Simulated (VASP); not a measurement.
# Al4CoNi3 (P4/mmm) in VASP: further runs

The runs below take Al4CoNi3 through single point, with PBE.

Program: VASP 6.6.1. These are calculated values, not measurements. Logs are shortened: lines on timing, memory, paths and dates and some standing lists are left out, and cuts for length are marked.

### 1 The cell of the first run

The structure is tetragonal, space group P4/mmm (No. 123). The conventional cell has a = 2.861 Å, b = 2.861 Å, c = 11.737 Å, α = 90.00°, β = 90.00°, γ = 90.00°. Al (site symmetry 4mm) has 4 Co at 2.47 Å and 4 Ni at 2.51 Å and 6 Al at 2.85 to 2.97 Å within 3.3 Å. Within 3.3 Å of Al (site symmetry 4mm) lie 8 Ni at 2.51 Å and 6 Al at 2.86 to 2.97 Å. Within 3.3 Å of Co (site symmetry 4/mmm) lie 8 Al at 2.47 Å and 4 Co at 2.86 Å and 2 Ni at 2.90 Å. Within 3.3 Å of Ni (site symmetry 4mm) lie 8 Al at 2.51 Å and 5 Ni at 2.86 to 2.96 Å and 1 Co at 2.90 Å. Within 3.3 Å of Ni (site symmetry 4/mmm) lie 8 Al at 2.51 Å and 6 Ni at 2.86 to 2.96 Å.

### 2 Single point, PBE, collinear spin, ferromagnetic start

Contents of INCAR:

```
PREC = Accurate
ENCUT = 520
EDIFF = 1E-6
ISMEAR = 0
SIGMA = 0.1
LREAL = False
LASPH = True
NELM = 150
ALGO = Fast
ISIF = 2
LWAVE = False
LCHARG = False
ISPIN = 2
MAGMOM = 0 0 0 0 3 2 2 2
LORBIT = 11
LMAXMIX = 4
GGA = PE
NBANDS = 40
```

Contents of KPOINTS:

```
Automatic mesh
0
Gamma
  6 6 2
```

Contents of POSCAR:

```
Al4CoNi3
1.0
    2.8605536537      0.0000000000      0.0000000000
    0.0000000000      2.8605536537      0.0000000000
    0.0000000000      0.0000000000     11.7370837671
Al Co Ni
4 1 3
Direct
    0.0000000000      0.0000000000      0.6213271219
    0.0000000000      0.0000000000      0.8739711265
    0.0000000000      0.0000000000      0.1260288735
    0.0000000000      0.0000000000      0.3786728781
    0.5000000000      0.5000000000      0.5000000000
    0.5000000000      0.5000000000      0.7474771946
    0.5000000000      0.5000000000      0.0000000000
    0.5000000000      0.5000000000      0.2525228054
```

Potentials or basis: VASP PAW PBE potentials, release 64 (Al, Co, Ni).

The run is started by

```
cat potpaw_PBE.64/Al/POTCAR potpaw_PBE.64/Co/POTCAR potpaw_PBE.64/Ni/POTCAR > POTCAR
mpirun -np 1 vasp_std > vasp.out
```

OUTCAR:

```text
PREC = Accurate
   ENCUT = 520
   EDIFF = 1E-6
   ISMEAR = 0
   LREAL = False
   LASPH = True
   NELM = 150
   ISIF = 2
   ISPIN = 2
   LORBIT = 11
   GGA = PE

 ion  position               nearest neighbor table
   1  0.000  0.000  0.621-   5 2.47   5 2.47   5 2.47   5 2.47   6 2.51   6 2.51   6 2.51   6 2.51
                             4 2.85   2 2.97
   2  0.000  0.000  0.874-   7 2.51   7 2.51   7 2.51   7 2.51   6 2.51   6 2.51   6 2.51   6 2.51
                             3 2.96   1 2.97
   3  0.000  0.000  0.126-   7 2.51   7 2.51   7 2.51   7 2.51   8 2.51   8 2.51   8 2.51   8 2.51
                             2 2.96   4 2.97
   4  0.000  0.000  0.379-   5 2.47   5 2.47   5 2.47   5 2.47   8 2.51   8 2.51   8 2.51   8 2.51
                             1 2.85   3 2.97
   5  0.500  0.500  0.500-   1 2.47   4 2.47   1 2.47   4 2.47   1 2.47   4 2.47   1 2.47   4 2.47
                             6 2.90   8 2.90
   6  0.500  0.500  0.747-   1 2.51   1 2.51   1 2.51   1 2.51   2 2.51   2 2.51   2 2.51   2 2.51
                             5 2.90   7 2.96
   7  0.500  0.500  0.000-   2 2.51   3 2.51   2 2.51   3 2.51   2 2.51   3 2.51   2 2.51   3 2.51
                             6 2.96   8 2.96
   8  0.500  0.500  0.253-   4 2.51   4 2.51   4 2.51   4 2.51   3 2.51   3 2.51   3 2.51   3 2.51
                             5 2.90   7 2.96

  LATTYP: Found a simple tetragonal cell.
 ALAT       =     2.8605536537
 C/A-ratio  =     4.1030811472

  Lattice vectors:

 A1 = (   2.8605536537,   0.0000000000,   0.0000000000)
 A2 = (   0.0000000000,   2.8605536537,   0.0000000000)
 A3 = (   0.0000000000,   0.0000000000,  11.7370837671)

Analysis of symmetry for initial positions (statically):
=====================================================================
 Subroutine PRICEL returns:
 Original cell was already a primitive cell.

 Routine SETGRP: Setting up the symmetry group for a
 simple tetragonal supercell.

 Subroutine GETGRP returns: Found 16 space group operations
 (whereof 16 operations were pure point group operations)
 out of a pool of 16 trial point group operations.

The static configuration has the point symmetry D_4h.

Analysis of symmetry for dynamics (positions and initial velocities):
=====================================================================
 Subroutine PRICEL returns:
 Original cell was already a primitive cell.

 Routine SETGRP: Setting up the symmetry group for a
 simple tetragonal supercell.

 Subroutine GETGRP returns: Found 16 space group operations
 (whereof 16 operations were pure point group operations)
 out of a pool of 16 trial point group operations.

The dynamic configuration has the point symmetry D_4h.

Analysis of structural, dynamic, and magnetic symmetry:
=====================================================================
 Subroutine PRICEL returns:
 Original cell was already a primitive cell.

 Routine SETGRP: Setting up the symmetry group for a
 simple tetragonal supercell.

 Subroutine GETGRP returns: Found 16 space group operations
 (whereof 16 operations were pure point group operations)
 out of a pool of 16 trial point group operations.

The overall configuration has the point symmetry D_4h.

 Subroutine INISYM returns: Found 16 space group operations
 (whereof 16 operations are pure point group operations),
 and found     1 'primitive' translations

----------------------------------------------------------------------------------------

                                     Primitive cell

  volume of cell :      96.0418

  direct lattice vectors                    reciprocal lattice vectors
     2.860553654  0.000000000  0.000000000     0.349582676  0.000000000  0.000000000
     0.000000000  2.860553654  0.000000000     0.000000000  0.349582676  0.000000000
     0.000000000  0.000000000 11.737083767     0.000000000  0.000000000  0.085200039

  length of vectors
     2.860553654  2.860553654 11.737083767     0.349582676  0.349582676  0.085200039

  position of ions in fractional coordinates (direct lattice)
     0.000000000  0.000000000  0.621327122
     0.000000000  0.000000000  0.873971127
     0.000000000  0.000000000  0.126028873
     0.000000000  0.000000000  0.378672878
     0.500000000  0.500000000  0.500000000
     0.500000000  0.500000000  0.747477195
     0.500000000  0.500000000  0.000000000
     0.500000000  0.500000000  0.252522805

  ion indices of the primitive-cell ions
   primitive index   ion index
                 1           1
                 2           2
                 3           3
                 4           4
                 5           5
                 6           6
                 7           7
                 8           8

----------------------------------------------------------------------------------------

 KPOINTS: Automatic mesh

Automatic generation of k-mesh.
 Grid dimensions read from file:
 generate k-points for:    6    6    2

 Generating k-lattice:

  Cartesian coordinates                     Fractional coordinates (reciprocal lattice)
     0.058263779  0.000000000  0.000000000     0.166666667  0.000000000  0.000000000
     0.000000000  0.058263779  0.000000000     0.000000000  0.166666667  0.000000000
     0.000000000  0.000000000  0.042600020     0.000000000  0.000000000  0.500000000

  Length of vectors
     0.058263779  0.058263779  0.042600020

  Shift w.r.t. Gamma in fractional coordinates (k-lattice)
     0.000000000  0.000000000  0.000000000

 Subroutine IBZKPT returns following result:
 ===========================================

 Found     20 irreducible k-points:

 Following reciprocal coordinates:
            Coordinates               Weight
  0.000000  0.000000  0.000000      1.000000
  0.166667  0.000000  0.000000      4.000000
  0.333333  0.000000  0.000000      4.000000
  0.500000  0.000000  0.000000      2.000000
  0.166667  0.166667  0.000000      4.000000
  0.333333  0.166667  0.000000      8.000000
[... 12 lines left out ...]
  0.500000  0.333333  0.500000      4.000000
  0.500000  0.500000  0.500000      1.000000
   k-points           NKPTS =     20   k-points in BZ     NKDIM =     20   number of bands    NBANDS=     40
   number of dos      NEDOS =    301   number of ions     NIONS =      8
   total plane-waves  NPLWV =  51840
   dimension x,y,z NGX =    24 NGY =   24 NGZ =   90
   dimension x,y,z NGXF=    48 NGYF=   48 NGZF=  180
   ions per type =               4   1   3
   NGX,Y,Z   is equivalent  to a cutoff of  13.95, 13.95, 12.75 a.u.
   NGXF,Y,Z  is equivalent  to a cutoff of  27.90, 27.90, 25.50 a.u.
 SYSTEM =  unknown system
   PREC   = accura    normal or accurate (medium, high low for compatibility)
   ISTART =      0    job   : 0-new  1-cont  2-samecut
   ICHARG =      2    charge: 1-file 2-atom 10-const
   ISPIN  =      2    spin polarized calculation?
   LNONCOLLINEAR =      F non collinear calculations
   LSORBIT =      F    spin-orbit coupling
   LASPH  =      T    aspherical Exc in radial PAW
   ENCUT  =  520.0 eV  38.22 Ry    6.18 a.u.   5.32  5.32 21.82*2*pi/ulx,y,z
   NELM   =    150;   NELMIN=  2; NELMDL= -5     # of ELM steps
   EDIFF  = 0.1E-05   stopping-criterion for ELM
   LREAL  =      F    real-space projection
   EDIFFG = 0.1E-04   stopping-criterion for IOM
   NSW    =      0    number of steps for IOM
   IBRION =     -1    ionic relax: 0-MD 1-quasi-New 2-CG
   NFREE  =      0    steps in history (QN), initial steepest desc. (CG)
   ISIF   =      2    stress and relaxation
   ISYM   =      2    0-nonsym 1-usesym 2-fastsym
   POTIM  = 0.5000    time-step for ionic-motion
   TEBEG  =    0.0;   TEEND  =   0.0 temperature during run
   PSTRESS=    0.0 pullay stress
   NELECT =      51.0000    total number of electrons
   NUPDOWN=      -1.0000    fix difference up-down
   EMIN   =  10.00;   EMAX   =-10.00  energy-range for DOS
   EFERMI =   0.00;   METHOD = LEGACY
   ISMEAR =     0;   SIGMA  =   0.10  broadening in eV -4-tet -1-fermi 0-gaus
   EFERMI_NEDOS =   21; number of points for ismear=-14 and -15
   IALGO  =     68    algorithm
   IMIX   =      4    mixing-type and parameters
     AMIX     =   0.40;   BMIX     =  1.00
     AMIX_MAG =   1.60;   BMIX_MAG =  1.00
  volume/ion in A,a.u.               =      12.01        81.02
  Fermi-wavevector in a.u.,A,eV,Ry     =   1.325698  2.505207 23.911919  1.757476
  Thomas-Fermi vector in A             =   2.455140
   LORBIT       =     11    0 simple, 1 ext, 2 COOP (PROOUT), +10 PAW based schemes
   GGA     = PE    functional components
   LHFCALC =     F    Hartree Fock is set to
   AEXX    =    0.0000 exact exchange contribution
   IVDW    =     0    specifies the selected vdW correction
   LEPSILON=     F    determine dielectric tensor
   LRPA    =     F    only Hartree local field effects (RPA)
 spin polarized calculation
 RMM-DIIS sequential band-by-band and
 Gauss-broadening in eV      SIGMA  =   0.10
  energy-cutoff  :      520.00
  volume of cell :       96.04
 maximum number of plane-waves:      2611
 NGX is ok and might be reduce to    24
   NGX = 11   NGY = 11   NGZ = 43

 number of electron      51.0000010 magnetization       0.4239274

 Free energy of the ion-electron system (eV)
  ---------------------------------------------------
  ext. energy  EPLUGINS =         0.00000000
  ---------------------------------------------------
  free energy    TOTEN  =       -43.51785301 eV

  energy without entropy =      -43.49919803  energy(sigma->0) =      -43.50852552

 E-fermi :  10.0703     XC(G=0): -12.0428

 val. band max:       10.0689235026   @ k =   0.0000   0.0000   0.5000
 cond. band min:      10.0854955169   @ k =   0.5000   0.3333   0.5000
 fundamental gap:      0.0165720143
 Fermi energy:        10.0702866382

 spin component 1

 k-point     1 :       0.0000    0.0000    0.0000
  band No.  band energies     occupation
      1      -1.0367      1.00000
      2       0.0487      1.00000
      3       0.0810      1.00000
      4       2.9792      1.00000
      5       3.2518      1.00000
      6       6.3369      1.00000
[... 29 lines left out ...]
     36      18.1732      0.00000
     37      18.2027      0.00000
[... 728 lines left out ...]
      6       6.0346      1.00000
[... 29 lines left out ...]
     36      13.4954      0.00000
     37      15.6948      0.00000
 Fermi energy:        10.0702866382

 spin component 2

 k-point     1 :       0.0000    0.0000    0.0000
  band No.  band energies     occupation
      1      -1.0411      1.00000
      2       0.0475      1.00000
      3       0.0695      1.00000
      4       2.9692      1.00000
      5       3.2608      1.00000
      6       6.3522      1.00000
[... 29 lines left out ...]
     36      18.1832      0.00000
     37      18.2109      0.00000
[... 728 lines left out ...]
      6       6.0365      1.00000
[... 29 lines left out ...]
     36      13.5796      0.00000
     37      15.7021      0.00000
 [bands above 37 left out]

------------------------ aborting loop because EDIFF is reached ----------------------------------------

  FORCE on cell =-STRESS in cart. coord.  units (eV):
  Direction    XX          YY          ZZ          XY          YZ          ZX
  --------------------------------------------------------------------------------------
  -------------------------------------------------------------------------------------
  Total       -0.0155332     -0.0155332      0.1203973      0.0000000      0.0000000      0.0000000
  in kB       -0.2591253     -0.2591253      2.0084771      0.0000000      0.0000000      0.0000000
  external PRESSURE =       0.4967422 kB  Pullay stress =       0.0000000 kB

 VOLUME and BASIS-vectors are now :
 -----------------------------------------------------------------------------
  energy-cutoff  :      520.00
  volume of cell :       96.04
      direct lattice vectors                 reciprocal lattice vectors
     2.860553654  0.000000000  0.000000000     0.349582676  0.000000000  0.000000000
     0.000000000  2.860553654  0.000000000     0.000000000  0.349582676  0.000000000
     0.000000000  0.000000000 11.737083767     0.000000000  0.000000000  0.085200039

 POSITION                                       TOTAL-FORCE (eV/Angst)
 -----------------------------------------------------------------------------------
      0.00000      0.00000      7.29257         0.000000      0.000000     -0.011298
      0.00000      0.00000     10.25787         0.000000      0.000000     -0.004730
      0.00000      0.00000      1.47921         0.000000      0.000000      0.004730
      0.00000      0.00000      4.44452         0.000000      0.000000      0.011298
      1.43028      1.43028      5.86854         0.000000      0.000000      0.000000
      1.43028      1.43028      8.77320         0.000000     -0.000000      0.014720
      1.43028      1.43028      0.00000         0.000000      0.000000      0.000000
      1.43028      1.43028      2.96388        -0.000000     -0.000000     -0.014720
 -----------------------------------------------------------------------------------
    total drift:                                0.000000     -0.000000     -0.000000

  FREE ENERGIE OF THE ION-ELECTRON SYSTEM (eV)
  ---------------------------------------------------
  free  energy   TOTEN  =       -43.5178530130 eV

  energy  without entropy=      -43.4991980289  energy(sigma->0) =      -43.50852552

 total charge

# of ion       s       p       d       tot
------------------------------------------
    1        0.389   0.417   0.000   0.805
    2        0.383   0.407   0.000   0.790
    3        0.383   0.407   0.000   0.790
    4        0.389   0.417   0.000   0.805
    5        0.437   0.494   7.509   8.440
    6        0.472   0.505   8.461   9.437
    7        0.474   0.505   8.466   9.444
    8        0.472   0.505   8.461   9.437
--------------------------------------------------
tot          3.399   3.656  32.895  39.950

 magnetization (x)

# of ion       s       p       d       tot
------------------------------------------
    1       -0.002  -0.003   0.000  -0.004
    2        0.000   0.000   0.000   0.001
    3        0.000   0.000   0.000   0.001
    4       -0.002  -0.003   0.000  -0.004
    5        0.004  -0.008   0.439   0.435
    6        0.001  -0.000   0.012   0.013
    7        0.001   0.003   0.002   0.006
    8        0.001  -0.000   0.012   0.013
--------------------------------------------------
tot          0.005  -0.010   0.465   0.460
```

Wall time 3.4 min (1 thread of Intel Xeon Platinum 8488C (Sapphire Rapids), shared host); peak memory 0.32 GiB.

Results:

* Free energy: -43.5179 eV
* Pressure: 0.0 GPa
* Largest force: 0.015 eV/Å
* Net moment: 0.42 μB per cell
* Site moments: Al -0.00, +0.00 (each value once); Co +0.43; Ni +0.01 μB
* Valence electrons inside the program's atomic spheres: Al 0.81, 0.79 (each value once); Co 8.44; Ni 9.44

Forces on the atoms (eV/Å):
```
Al   0.000  0.000 -0.011
Al   0.000  0.000 -0.005
Al   0.000  0.000  0.005
Al   0.000  0.000  0.011
Co   0.000  0.000  0.000
Ni   0.000  0.000  0.015
Ni   0.000  0.000  0.000
Ni   0.000  0.000 -0.015
```

Levels at points of the mesh, in eV from the Fermi level:
Spin up:
| k point | band 24 | band 25 | band 26 | band 27 | band 28 | band 29 |
| --- | --- | --- | --- | --- | --- | --- |
| (0.00, 0.00, 0.00) | -0.85 | -0.74 | 0.52 | 0.74 | 4.92 | 5.80 |
| (0.50, 0.00, 0.00) | -1.10 | -1.05 | -0.75 | -0.72 | -0.24 | 1.48 |
| (0.50, 0.50, 0.00) | -0.34 | -0.19 | -0.19 | 1.59 | 1.69 | 2.05 |
| (0.00, 0.00, 0.50) | -0.85 | -0.68 | -0.31 | 2.83 | 3.06 | 6.12 |
| (0.50, 0.00, 0.50) | -1.10 | -0.91 | -0.83 | -0.70 | -0.24 | 2.18 |
| (0.50, 0.50, 0.50) | -0.57 | 1.08 | 1.08 | 1.08 | 1.08 | 1.59 |
Spin down:
```csv
k point,band 23,band 24,band 25,band 26,band 27,band 28
"(0.00, 0.00, 0.00)",-0.99,-0.63,-0.60,0.54,0.99,4.91
"(0.50, 0.00, 0.00)",-1.43,-0.96,-0.84,-0.73,-0.70,0.39
"(0.50, 0.50, 0.00)",-0.35,-0.12,-0.12,0.25,1.60,1.70
"(0.00, 0.00, 0.50)",-1.00,-0.67,-0.60,0.00,2.92,3.05
"(0.50, 0.00, 0.50)",-1.43,-0.90,-0.84,-0.77,-0.69,0.43
"(0.50, 0.50, 0.50)",-0.94,0.25,1.07,1.07,1.12,1.12
```

Caveat: the k points lie up to 0.37 Å⁻¹ apart.

### 3 Single point, PBE, collinear spin, ferromagnetic start

This run uses another cell than the first one, of 12.89 Å³/atom.

Contents of INCAR:

```
SYSTEM = Al4CoNi3
PREC = Accurate ; ENCUT = 520
EDIFF = 1E-6 ; ISMEAR = 0
SIGMA = 0.1 ; LREAL = .False.
LASPH = .True. ; NELM = 150
ALGO = Normal ; ISIF = 2
LWAVE = .False. ; LCHARG = .False.
ISPIN = 2 ; MAGMOM = 0 0 0 0 3 2 2 2
LORBIT = 11 ; LMAXMIX = 4
GGA = PE ; NBANDS = 40
```

Contents of KPOINTS:

```
regular mesh
0
Gamma
  6 6 2
  0 0 0
```

Contents of POSCAR:

```
Al4CoNi3
1.0
    2.9538101400      0.0000000000      0.0000000000
    0.0000000000      2.9538101400      0.0000000000
    0.0000000000      0.0000000000     11.8152405400
Al Co Ni
4 1 3
Direct
    0.0000000000      0.0000000000      0.6250000000
    0.0000000000      0.0000000000      0.8750000000
    0.0000000000      0.0000000000      0.1250000000
    0.0000000000      0.0000000000      0.3750000000
    0.5000000000      0.5000000000      0.5000000000
    0.5000000000      0.5000000000      0.7500000000
    0.5000000000      0.5000000000      0.0000000000
    0.5000000000      0.5000000000      0.2500000000
```

Potentials or basis: VASP PAW PBE potentials, release 64 (Al, Co, Ni).

The run is started by

```
cat potpaw_PBE.64/Al/POTCAR potpaw_PBE.64/Co/POTCAR potpaw_PBE.64/Ni/POTCAR > POTCAR
mpirun -np 1 vasp_std > vasp.out
```

Wall time 3.1 min (1 thread of Intel Xeon Platinum 8488C (Sapphire Rapids), shared host); peak memory 0.33 GiB.

It converged, with:

```yaml
Free_energy: -43.2598 eV
Pressure: -9.8 GPa
Largest_force: 0.372 eV/Å
Net_moment: 0.51 μB per cell
Site_moments: Al -0.01, +0.00 (each value once); Co +0.49; Ni +0.02, +0.03 (each value once) μB
Valence_electrons_inside_the_program's_atomic_spheres: Al 0.77, 0.76 (each value once); Co 8.27; Ni 9.34
```

Forces in eV/Å, atoms in the order of the input:
```
Al   0.000  0.000 -0.372
Al   0.000  0.000  0.051
Al   0.000  0.000 -0.051
Al   0.000  0.000  0.372
Co   0.000  0.000  0.000
Ni   0.000  0.000 -0.038
Ni   0.000  0.000  0.000
Ni   0.000  0.000  0.038
```

Stress tensor (GPa, compression positive):
```
-10.30   0.00   0.00
  0.00 -10.30   0.00
  0.00   0.00  -8.90
```

Levels at points of the mesh, in eV from the Fermi level:
Spin up:
| k point | band 22 | band 23 | band 24 | band 25 | band 26 | band 27 | band 28 | band 29 | band 30 | band 31 |
| --- | --- | --- | --- | --- | --- | --- | --- | --- | --- | --- |
| (0.00, 0.00, 0.00) | -1.08 | -1.08 | -0.73 | -0.55 | 0.72 | 0.90 | 5.22 | 5.22 | 5.24 | 6.52 |
| (0.50, 0.00, 0.00) | -1.51 | -1.42 | -0.96 | -0.94 | -0.74 | -0.72 | -0.27 | 1.46 | 2.24 | 4.42 |
| (0.50, 0.50, 0.00) | -0.55 | -0.21 | -0.21 | -0.16 | -0.16 | 1.35 | 1.51 | 1.92 | 2.09 | 2.12 |
| (0.00, 0.00, 0.50) | -1.10 | -1.10 | -0.73 | -0.46 | -0.20 | 3.18 | 3.19 | 5.50 | 5.50 | 5.67 |
| (0.50, 0.00, 0.50) | -1.47 | -1.42 | -0.97 | -0.84 | -0.79 | -0.71 | -0.26 | 2.27 | 2.52 | 2.71 |
| (0.50, 0.50, 0.50) | -1.03 | -1.02 | -0.55 | 1.09 | 1.09 | 1.16 | 1.16 | 1.34 | 1.54 | 1.92 |
Spin down:
```tsv
k point	band 23	band 24	band 25	band 26	band 27	band 28
(0.00, 0.00, 0.00)	-0.80	-0.45	-0.38	0.74	1.15	5.22
(0.50, 0.00, 0.00)	-1.17	-0.84	-0.72	-0.68	-0.65	0.44
(0.50, 0.50, 0.00)	-0.22	-0.06	-0.06	0.35	1.37	1.52
(0.00, 0.00, 0.50)	-0.81	-0.45	-0.43	0.15	3.19	3.27
(0.50, 0.00, 0.50)	-1.17	-0.81	-0.73	-0.68	-0.66	0.49
(0.50, 0.50, 0.50)	-0.76	0.35	1.14	1.14	1.15	1.15
```

Caveat: the cell stands under tension.
